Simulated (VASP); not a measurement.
# LiCdSbS4 (Ama2) in VASP: single point with PBE

Aim: the single point of LiCdSbS4 with PBE.

All numbers are computed with VASP 6.6.1; they aren't measurements. Logs are shortened: lines on timing, memory, paths and dates and some standing lists are left out, and cuts for length are marked.

### Step 1. The cell of the first run

The structure is orthorhombic, space group Ama2 (No. 40). Conventional cell: a = 10.202 Å, b = 10.076 Å, c = 6.320 Å, α = 90.00°, β = 90.00°, γ = 90.00°. Within 3.3 Å of Li (site symmetry 2) lie 4 S at 2.51 to 2.75 Å. Cd (site symmetry m) has 5 S at 2.47 to 3.28 Å and 1 Sb at 3.17 Å within 3.3 Å. Within 3.1 Å of Sb (site symmetry m) lie 4 S at 2.32 to 2.40 Å. Within 3.1 Å of S (site symmetry 1) lie 1 Sb at 2.38 Å and 1 Li at 2.51 Å and 1 Cd at 2.60 Å. Within 3.2 Å of S (site symmetry m) lie 1 Sb at 2.40 Å and 1 Cd at 2.47 Å and 2 Li at 2.75 Å and 1 S at 2.87 Å. S (site symmetry m) has 1 Sb at 2.32 Å and 1 Cd at 2.66 Å and 1 S at 2.87 Å within 3.1 Å.

### Step 2. Single point, PBE

Input file INCAR:

```
PREC     = Accurate       # precision mode
ENCUT    = 520            # plane-wave cutoff, eV
EDIFF    = 1E-7           # SCF threshold, eV
ISMEAR   = -1             # smearing method
SIGMA    = 0.1            # smearing width, eV
LREAL    = F              # projectors in reciprocal space
LASPH    = T              # aspherical terms in the spheres
NELM     = 80             # most SCF steps
ALGO     = Normal         # electronic algorithm
ISIF     = 2              # what is computed and relaxed
LWAVE    = F              # write WAVECAR
LCHARG   = T              # write CHGCAR
GGA      = PE             # functional
LELF     = T              # ELF
LVHAR    = T            
NBANDS   = 57             # bands
```

Input file KPOINTS:

```
Automatic mesh
0
Gamma
  3 5 5
```

Input file POSCAR:

```
LiCdSbS4
1.0
  -10.2020870000      0.0000000000      0.0000000000
    0.0000000000     -5.0380380000      3.1601660000
    0.0000000000      5.0380380000      3.1601660000
Li Cd Sb S
2 2 2 8
Direct
    0.0000000000     -0.0965965297     -0.0965965297
    0.5000000000     -0.0965965297     -0.0965965297
    0.2500000000      0.6352250293      0.2854815164
    0.7500000000      0.2854815164      0.6352250293
    0.2500000000      0.2999196331      0.6993070261
    0.7500000000      0.6993070261      0.2999196331
    0.5678837802      0.9472536333      0.5188937035
    0.4321162198      0.5188937035      0.9472536333
    0.9321162198      0.9472536333      0.5188937035
    0.0678837802      0.5188937035      0.9472536333
    0.2500000000      0.9145769845      0.7369177857
    0.7500000000      0.7369177857      0.9145769845
    0.2500000000      0.1815417867      0.2722686241
    0.7500000000      0.2722686241      0.1815417867
```

Potentials or basis: VASP PAW PBE potentials, release 64 (Li_sv, Cd, Sb, S).

Launch:

```console
$ cat potpaw_PBE.64/Li_sv/POTCAR potpaw_PBE.64/Cd/POTCAR potpaw_PBE.64/Sb/POTCAR potpaw_PBE.64/S/POTCAR > POTCAR
$ mpirun -np 1 vasp_std > vasp.out
```

OUTCAR:

```text
PREC = Accurate
   ENCUT = 520
   EDIFF = 1E-7
   ISMEAR = -1
   LREAL = F
   LASPH = T
   NELM = 80
   ISIF = 2
   GGA = PE

 ion  position               nearest neighbor table
   1  0.000  0.903  0.903-   9 2.51  10 2.51
   2  0.500  0.903  0.903-   7 2.51   8 2.51
   3  0.250  0.635  0.285-  11 2.47  10 2.60   8 2.60  13 2.66   5 3.17  13 3.28   5 3.64   5 3.78

   4  0.750  0.285  0.635-  12 2.47   9 2.60   7 2.60  14 2.66   6 3.17  14 3.28   6 3.64   6 3.78

   5  0.250  0.300  0.699-  13 2.32  10 2.38   8 2.38  11 2.40   3 3.17   3 3.64   3 3.78
   6  0.750  0.699  0.300-  14 2.32   9 2.38   7 2.38  12 2.40   4 3.17   4 3.64   4 3.78
   7  0.568  0.947  0.519-   6 2.38   2 2.51   4 2.60
   8  0.432  0.519  0.947-   5 2.38   2 2.51   3 2.60
   9  0.932  0.947  0.519-   6 2.38   1 2.51   4 2.60
  10  0.068  0.519  0.947-   5 2.38   1 2.51   3 2.60
  11  0.250  0.915  0.737-   5 2.40   3 2.47
  12  0.750  0.737  0.915-   6 2.40   4 2.47
  13  0.250  0.182  0.272-   5 2.32   3 2.66   3 3.28
  14  0.750  0.272  0.182-   6 2.32   4 2.66   4 3.28

  LATTYP: Found a base centered orthorhombic cell.
 ALAT       =     6.3203320000
 B/A-ratio  =     1.5942320752
 C/A-ratio  =     1.6141694772

  Lattice vectors:

 A1 = (   0.0000000000,  -5.0380380000,   3.1601660000)
 A2 = (   0.0000000000,   5.0380380000,   3.1601660000)
 A3 = ( -10.2020870000,   0.0000000000,   0.0000000000)

Analysis of symmetry for initial positions (statically):
=====================================================================
 Subroutine PRICEL returns:
 Original cell was already a primitive cell.

 Routine SETGRP: Setting up the symmetry group for a
 base centered orthorhombic supercell.

 Subroutine GETGRP returns: Found  4 space group operations
 (whereof  2 operations were pure point group operations)
 out of a pool of  8 trial point group operations.

The static configuration has the point symmetry C_2 .
 The point group associated with its full space group is C_2v.

Analysis of symmetry for dynamics (positions and initial velocities):
=====================================================================
 Subroutine PRICEL returns:
 Original cell was already a primitive cell.

 Routine SETGRP: Setting up the symmetry group for a
 base centered orthorhombic supercell.

 Subroutine GETGRP returns: Found  4 space group operations
 (whereof  2 operations were pure point group operations)
 out of a pool of  8 trial point group operations.

The dynamic configuration has the point symmetry C_2 .
 The point group associated with its full space group is C_2v.

 Subroutine INISYM returns: Found  4 space group operations
 (whereof  2 operations are pure point group operations),
 and found     1 'primitive' translations

----------------------------------------------------------------------------------------

                                     Primitive cell

  volume of cell :     324.8556

  direct lattice vectors                    reciprocal lattice vectors
   -10.202087000  0.000000000  0.000000000    -0.098019160  0.000000000  0.000000000
     0.000000000 -5.038038000  3.160166000     0.000000000 -0.099244984  0.158219537
     0.000000000  5.038038000  3.160166000     0.000000000  0.099244984  0.158219537

  length of vectors
    10.202087000  5.947140156  5.947140156     0.098019160  0.186769881  0.186769881

  position of ions in fractional coordinates (direct lattice)
     0.000000000  0.903403470  0.903403470
     0.500000000  0.903403470  0.903403470
     0.250000000  0.635225029  0.285481516
     0.750000000  0.285481516  0.635225029
     0.250000000  0.299919633  0.699307026
     0.750000000  0.699307026  0.299919633
     0.567883780  0.947253633  0.518893703
     0.432116220  0.518893703  0.947253633
     0.932116220  0.947253633  0.518893703
     0.067883780  0.518893703  0.947253633
     0.250000000  0.914576985  0.736917786
     0.750000000  0.736917786  0.914576985
     0.250000000  0.181541787  0.272268624
     0.750000000  0.272268624  0.181541787

  ion indices of the primitive-cell ions
   primitive index   ion index
                 1           1
                 2           2
                 3           3
                 4           4
                 5           5
                 6           6
                 7           7
                 8           8
                 9           9
                10          10
                11          11
                12          12
                13          13
                14          14

----------------------------------------------------------------------------------------

 KPOINTS: Automatic mesh

Automatic generation of k-mesh.
 Grid dimensions read from file:
 generate k-points for:    3    5    5

 Generating k-lattice:

  Cartesian coordinates                     Fractional coordinates (reciprocal lattice)
    -0.032673053  0.000000000  0.000000000     0.333333333  0.000000000  0.000000000
     0.000000000 -0.019848997  0.031643907     0.000000000  0.200000000  0.000000000
     0.000000000  0.019848997  0.031643907     0.000000000  0.000000000  0.200000000

  Length of vectors
     0.032673053  0.037353976  0.037353976

  Shift w.r.t. Gamma in fractional coordinates (k-lattice)
     0.000000000  0.000000000  0.000000000

 Subroutine IBZKPT returns following result:
 ===========================================

 Found     18 irreducible k-points:

 Following reciprocal coordinates:
            Coordinates               Weight
  0.000000  0.000000  0.000000      1.000000
  0.333333  0.000000  0.000000      2.000000
  0.000000  0.200000  0.000000      4.000000
  0.333333  0.200000  0.000000      8.000000
  0.000000  0.400000 -0.000000      4.000000
  0.333333  0.400000 -0.000000      8.000000
[... 10 lines left out ...]
  0.000000 -0.400000  0.400000      2.000000
  0.333333 -0.400000  0.400000      4.000000
   k-points           NKPTS =     18   k-points in BZ     NKDIM =     18   number of bands    NBANDS=     57
   number of dos      NEDOS =    301   number of ions     NIONS =     14
   total plane-waves  NPLWV = 184320
   dimension x,y,z NGX =    80 NGY =   48 NGZ =   48
   dimension x,y,z NGXF=   160 NGYF=   96 NGZF=   96
   ions per type =               2   2   2   8
   NGX,Y,Z   is equivalent  to a cutoff of  13.04, 13.42, 13.42 a.u.
   NGXF,Y,Z  is equivalent  to a cutoff of  26.07, 26.84, 26.84 a.u.
 SYSTEM =  unknown system
   PREC   = accura    normal or accurate (medium, high low for compatibility)
   ISTART =      0    job   : 0-new  1-cont  2-samecut
   ICHARG =      2    charge: 1-file 2-atom 10-const
   ISPIN  =      1    spin polarized calculation?
   LNONCOLLINEAR =      F non collinear calculations
   LSORBIT =      F    spin-orbit coupling
   LASPH  =      T    aspherical Exc in radial PAW
   ENCUT  =  520.0 eV  38.22 Ry    6.18 a.u.  18.97 11.06 11.06*2*pi/ulx,y,z
   NELM   =     80;   NELMIN=  2; NELMDL= -5     # of ELM steps
   EDIFF  = 0.1E-06   stopping-criterion for ELM
   LREAL  =      F    real-space projection
   EDIFFG = 0.1E-05   stopping-criterion for IOM
   NSW    =      0    number of steps for IOM
   IBRION =     -1    ionic relax: 0-MD 1-quasi-New 2-CG
   NFREE  =      0    steps in history (QN), initial steepest desc. (CG)
   ISIF   =      2    stress and relaxation
   ISYM   =      2    0-nonsym 1-usesym 2-fastsym
   POTIM  = 0.5000    time-step for ionic-motion
   TEBEG  =    0.0;   TEEND  =   0.0 temperature during run
   PSTRESS=    0.0 pullay stress
   NELECT =      88.0000    total number of electrons
   NUPDOWN=      -1.0000    fix difference up-down
   EMIN   =  10.00;   EMAX   =-10.00  energy-range for DOS
   EFERMI =   0.00;   METHOD = LEGACY
   ISMEAR =    -1;   SIGMA  =   0.10  broadening in eV -4-tet -1-fermi 0-gaus
   EFERMI_NEDOS =   21; number of points for ismear=-14 and -15
   IALGO  =     38    algorithm
   IMIX   =      4    mixing-type and parameters
     AMIX     =   0.40;   BMIX     =  1.00
     AMIX_MAG =   1.60;   BMIX_MAG =  1.00
  volume/ion in A,a.u.               =      23.20       156.59
  Fermi-wavevector in a.u.,A,eV,Ry     =   1.059267  2.001725 15.266382  1.122047
  Thomas-Fermi vector in A             =   2.194607
   LORBIT       =      0    0 simple, 1 ext, 2 COOP (PROOUT), +10 PAW based schemes
   GGA     = PE    functional components
[... 5 lines left out ...]
 non-spin polarized calculation
  energy-cutoff  :      520.00
  volume of cell :      324.86
 maximum number of plane-waves:      8784
 NGX is ok and might be reduce to    80
   NGX = 37   NGY = 23   NGZ = 23

 number of electron      87.9999993 magnetization

 Free energy of the ion-electron system (eV)
  ---------------------------------------------------
  ext. energy  EPLUGINS =         0.00000000
  ---------------------------------------------------
  free energy    TOTEN  =       -52.28111280 eV

  energy without entropy =      -52.28095924  energy(sigma->0) =      -52.28103602

 E-fermi :   3.5321     XC(G=0):  -8.8982

 val. band max:        2.6091093487   @ k =   0.0000  -0.4000   0.4000
 cond. band min:       4.4315996918   @ k =   0.0000   0.0000   0.0000
 fundamental gap:      1.8224903431
 Fermi energy:         3.5320724983

 k-point     1 :       0.0000    0.0000    0.0000
  band No.  band energies     occupation
      1     -42.5168      2.00000
      2     -42.5168      2.00000
      3     -11.1645      2.00000
      4     -10.9350      2.00000
      5      -9.1854      2.00000
      6      -9.1271      2.00000
[... 48 lines left out ...]
     55       8.0975      0.00000
     56       8.5569      0.00000

 k-point     2 :       0.3333    0.0000    0.0000
  band No.  band energies     occupation
      1     -42.5168      2.00000
      2     -42.5168      2.00000
      3     -11.1138      2.00000
      4     -11.0000      2.00000
      5      -9.1700      2.00000
      6      -9.1310      2.00000
[... 48 lines left out ...]
     55       8.0338      0.00000
     56       8.3780      0.00000

 k-point     3 :       0.0000    0.2000    0.0000
  band No.  band energies     occupation
      1     -42.5168      2.00000
      2     -42.5168      2.00000
      3     -11.0598      2.00000
      4     -10.8507      2.00000
      5      -9.2542      2.00000
      6      -9.2356      2.00000
[... 818 lines left out ...]
 k-point    17 :       0.0000   -0.4000    0.4000
  band No.  band energies     occupation
      1     -42.5168      2.00000
      2     -42.5168      2.00000
      3     -10.8128      2.00000
      4     -10.5356      2.00000
      5      -9.5590      2.00000
      6      -9.4926      2.00000
[... 48 lines left out ...]
     55       8.0990      0.00000
     56       8.4221      0.00000

 k-point    18 :       0.3333   -0.4000    0.4000
  band No.  band energies     occupation
      1     -42.5168      2.00000
      2     -42.5168      2.00000
      3     -10.7539      2.00000
      4     -10.6174      2.00000
      5      -9.5446      2.00000
      6      -9.5133      2.00000
[... 48 lines left out ...]
     55       8.5132      0.00000
     56       8.6619      0.00000
 [bands above 56 left out]

------------------------ aborting loop because EDIFF is reached ----------------------------------------

  FORCE on cell =-STRESS in cart. coord.  units (eV):
  Direction    XX          YY          ZZ          XY          YZ          ZX
  --------------------------------------------------------------------------------------
  -------------------------------------------------------------------------------------
  Total        2.6688240      7.3809731      9.1798618      0.0000000      0.0000000      0.0000000
  in kB       13.1625538     36.4027213     45.2747827      0.0000000      0.0000000      0.0000000
  external PRESSURE =      31.6133526 kB  Pullay stress =       0.0000000 kB

 VOLUME and BASIS-vectors are now :
 -----------------------------------------------------------------------------
  energy-cutoff  :      520.00
  volume of cell :      324.86
      direct lattice vectors                 reciprocal lattice vectors
   -10.202087000  0.000000000  0.000000000    -0.098019160  0.000000000  0.000000000
     0.000000000 -5.038038000  3.160166000     0.000000000 -0.099244984  0.158219537
     0.000000000  5.038038000  3.160166000     0.000000000  0.099244984  0.158219537

 POSITION                                       TOTAL-FORCE (eV/Angst)
 -----------------------------------------------------------------------------------
      0.00000      0.00000      5.70981         0.000000      0.000000      0.000756
     -5.10104      0.00000      5.70981         0.000000      0.000000      0.000756
     -2.55052     -1.76202      2.90959         0.000000     -0.000181      0.006939
     -7.65157      1.76202      2.90959         0.000000      0.000181      0.006939
     -2.55052      2.01213      3.15772         0.000000      0.011271      0.007130
     -7.65157     -2.01213      3.15772         0.000000     -0.011271      0.007130
     -5.79360     -2.15809      4.63327         0.027623      0.011218     -0.015613
     -4.40849      2.15809      4.63327        -0.027623     -0.011218     -0.015613
     -9.50953     -2.15809      4.63327        -0.027623      0.011218     -0.015613
     -0.69256      2.15809      4.63327         0.027623     -0.011218     -0.015613
     -2.55052     -0.89505      5.21900         0.000000      0.014927      0.036268
     -7.65157      0.89505      5.21900         0.000000     -0.014927      0.036268
     -2.55052      0.45709      1.43412         0.000000      0.006120     -0.019867
     -7.65157     -0.45709      1.43412         0.000000     -0.006120     -0.019867
 -----------------------------------------------------------------------------------
    total drift:                               -0.000000     -0.000001     -0.003235

  FREE ENERGIE OF THE ION-ELECTRON SYSTEM (eV)
  ---------------------------------------------------
  free  energy   TOTEN  =       -52.2811127976 eV

  energy  without entropy=      -52.2809592439  energy(sigma->0) =      -52.28103602
```

Run time: 14 min. Hardware: 1 thread of Oxide Virtual Turin-like, shared host; peak memory 0.59 GiB.

What came out:

- Free energy: -52.2811 eV
- Largest force: 0.039 eV/Å
- Band gap on the k mesh: 1.82 eV, indirect (least direct gap 1.84 eV)

Forces on the atoms (eV/Å):
```
Li   0.000  0.000  0.001
Li   0.000  0.000  0.001
Cd   0.000  0.000  0.007
Cd   0.000  0.000  0.007
Sb   0.000  0.011  0.007
Sb   0.000 -0.011  0.007
S    0.028  0.011 -0.016
S   -0.028 -0.011 -0.016
S   -0.028  0.011 -0.016
S    0.028 -0.011 -0.016
S    0.000  0.015  0.036
S    0.000 -0.015  0.036
S    0.000  0.006 -0.020
S    0.000 -0.006 -0.020
```

Caveat: the cutoff is under 1.25 times the usual one of these potentials, so pressure, stress and relaxed cells hold a basis-set (Pulay) error; spin-orbit coupling is left out, which moves the levels of the heavy elements. A k mesh can miss the band edges.
